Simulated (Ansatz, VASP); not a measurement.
# TiAl3 in VASP and in Ansatz

Contents of INCAR:

```
PREC = Accurate
ENCUT = 600
EDIFF = 1E-7
ISMEAR = 0
SIGMA = 0.1
LREAL = F
LASPH = T
NELM = 80
ALGO = Normal
ISIF = 3
LWAVE = F
LCHARG = F
GGA = PE
IBRION = 2
NSW = 100
EDIFFG = -0.01
```

KPOINTS

```
regular mesh
0
Gamma
  12 12 12
```

File POSCAR:

```
TiAl3
1.0
    3.9556713100      0.0000000000      0.0000000000
    0.0000000000      3.9556713100      0.0000000000
    0.0000000000      0.0000000000      3.9556713100
Ti Al
1 3
Direct
    0.0000000000      0.0000000000      0.0000000000
    0.5000000000      0.5000000000      0.0000000000
    0.5000000000      0.0000000000      0.5000000000
    0.0000000000      0.5000000000      0.5000000000
```

Input for Ansatz:

```yaml
crystal:
  lattice:
    - [3.95567131, 0.0, 0.0]
    - [0.0, 3.95567131, 0.0]
    - [0.0, 0.0, 3.95567131]
  atoms:
    - { symbol: Ti, position: [0.0, 0.0, 0.0] }
    - { symbol: Al, position: [0.5, 0.5, 0.0] }
    - { symbol: Al, position: [0.5, 0.0, 0.5] }
    - { symbol: Al, position: [0.0, 0.5, 0.5] }
basis:
  ecutwfc: 420
kpoints:
  mp_grid: { grid: [12, 12, 12] }
hamiltonian:
  xc: pbe
scf:
  occupations: { method: gaussian, width: 0.1 }
output:
  forces: true
  stress: true
  eigenvalues: true
relax:
  adjacent_minimum: "off"
  f_tol: 0.01
  max_steps: 80
  cell: { stress_tol: 0.05 }
```

Alike in both runs: task relaxation of cell and atoms; functional PBE; k mesh 12 × 12 × 12; occupations gaussian, width 0.1 eV; no spin polarisation.

```csv
,VASP,Ansatz
version,VASP 6.6.1,Ansatz 0.2.0
potentials or method,"VASP PAW PBE potentials, release 64 (Ti_sv, Al), cutoff 600 eV","scalar-relativistic, plane waves, PAW"
valence electrons in the cell,21,21
```

```csv
,VASP,Ansatz,Ansatz less VASP
"gap on the k mesh at the Fermi level, each at its own relaxed structure (eV)",none,none,-
relaxed volume (Å³/atom),15.76,15.76,+0.004
relaxed cell length with the largest relative difference (Å),3.980,3.980,+0.0003
```

A gap of «none» marks a metal or a gap that the smearing closes.
